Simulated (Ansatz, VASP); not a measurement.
**C: VASP beside Ansatz**

File INCAR:

```
SYSTEM = C
  ALGO = Normal
  EDIFF = 1E-7
  ENCUT = 520
  GGA = PE
  ISIF = 2
  ISMEAR = -1
  LASPH = .True.
  LCHARG = .False.
  LREAL = .False.
  LWAVE = .False.
  NBANDS = 11
  NELM = 100
  PREC = Accurate
  SIGMA = 0.05
```

Contents of KPOINTS:

```
k-points
0
Gamma
  13 13 13
  0 0 0
```

Contents of POSCAR:

```
C
1.0
    0.0000000000      1.7496631617      1.7496631617
    1.7496631617      0.0000000000      1.7496631617
    1.7496631617      1.7496631617      0.0000000000
C
2
Direct
    0.0000000000      0.0000000000      0.0000000000
    0.2500000000      0.2500000000      0.2500000000
```

Input for Ansatz:

```yaml
crystal:
  lattice:
    - [0.0, 1.7496631617, 1.7496631617]
    - [1.7496631617, 0.0, 1.7496631617]
    - [1.7496631617, 1.7496631617, 0.0]
  atoms:
    - { symbol: C, position: [0.0, 0.0, 0.0] }
    - { symbol: C, position: [0.25, 0.25, 0.25] }
kpoints:
  mp_grid: { grid: [13, 13, 13] }
scf:
  occupations: { method: fermi_dirac, width: 0.05 }
hamiltonian:
  xc: pbe
  pseudopotentials: { kind: all_electron, lapw: { basis_error: 0.0005 } }
output:
  forces: true
  stress: true
  eigenvalues: true
```

Change from the starting cell: volume scaled by 0.9405.

Alike in both runs: task single point; functional PBE; k mesh 13 × 13 × 13; occupations fermi-dirac, width 0.05 eV; no spin polarisation.

|  | VASP | Ansatz |
| --- | --- | --- |
| version | VASP 6.6.1 | Ansatz 0.2.0 |
| potentials or method | VASP PAW PBE potentials, release 64 (C), cutoff 520 eV | all-electron LAPW, scalar-relativistic |

Ansatz gave:

* gap on the k mesh at the Fermi level (eV): 4.28
* pressure (GPa): 29.7

Question: Estimate VASP's values.

Answer: gap on the k mesh at the Fermi level (eV): 4.27; pressure (GPa): 30.6.

Both programs put the cell under a high pressure, so it lies far from rest at this level. Ansatz ran all-electron here, and VASP with PAW potentials.
